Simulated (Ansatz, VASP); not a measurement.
## MgO: VASP beside Ansatz

```xyz
4
Lattice="3.3613 0.0000 0.0000 -1.6806 2.9110 0.0000 0.0000 0.0000 4.6178" Properties=species:S:1:pos:R:3 pbc="T T T"
Mg    0.0000    1.9406    0.0169
Mg    1.6807    0.9703    2.3258
O     0.0000    1.9406    1.8515
O     1.6807    0.9703    4.1604
```

Alike in both runs: task single point; functional PBEsol; k mesh 9 × 9 × 6; occupations gaussian, width 0.05 eV; no spin polarisation.

|  | VASP | Ansatz |
| --- | --- | --- |
| version | VASP 6.6.1 | Ansatz 0.2.0 |
| potentials or method | VASP PAW PBE potentials, release 64 (Mg, O), cutoff 520 eV | scalar-relativistic, plane waves, PAW |
| valence electrons in the cell | 16 | 32 |

Ansatz gave:

- gap on the k mesh at the Fermi level (eV): 3.47
- least direct gap on the mesh (eV): 3.47
- pressure (GPa): 7.2
- traceless stress, the component that is largest in VASP (GPa): 16.14
- rms of the force components (eV/Å): 0.971

Problem. Estimate VASP's values.

Solution. gap on the k mesh at the Fermi level (eV): 3.47; least direct gap on the mesh (eV): 3.47; pressure (GPa): 7.1; traceless stress, the component that is largest in VASP (GPa): 16.52; rms of the force components (eV/Å): 0.994.

VASP's potentials were made for PBE, not for PBEsol, and Ansatz warns of the same on its side. Atom by atom the forces differ by 0.022 eV/Å (rms over components). The functional is the same, so the differences come from potentials, cutoffs and numerics. VASP's potentials hold 16 valence electrons a cell and Ansatz's 32, so a difference there can come from the potentials and not from the codes.
